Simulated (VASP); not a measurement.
A run of VASP 6.6.1:

INCAR

```
SYSTEM = ZnS
PREC = Accurate ; ENCUT = 520
EDIFF = 1E-8 ; ISMEAR = -1
SIGMA = 0.01 ; LREAL = .False.
LASPH = .True. ; NELM = 80
ALGO = Normal ; ISIF = 2
LWAVE = .False. ; LCHARG = .False.
GGA = PE ; LEFG = .True.
NBANDS = 16
```

The input KPOINTS:

```
Automatic mesh
0
Gamma
  8 8 8
  0 0 0
```

POSCAR

```
ZnS
1.0
    0.0000000000      2.7046500000      2.7316965000
    2.7046500000      0.0000000000      2.7316965000
    2.7046500000      2.7046500000      0.0000000000
Zn S
1 1
Direct
    0.0000000000      0.0000000000      0.0000000000
    0.7500000000      0.7500000000      0.7500000000
```

Potentials or basis: VASP PAW PBE potentials, release 64 (Zn, S).

Launch:

```bash
$ cat potpaw_PBE.64/Zn/POTCAR potpaw_PBE.64/S/POTCAR > POTCAR
$ mpirun -np 1 vasp_std > vasp.out
```

Hardware: 1 thread of AMD EPYC 7R43 64-Core Processor (Zen 3), on a shared host.

Problem. How long does it take, and how much memory?

Solution. It took 38 s on 1 thread of AMD EPYC 7R43 64-Core Processor (Zen 3) (shared host), peak memory 0.15 GiB. Counts: scf iterations 14, k points 59.
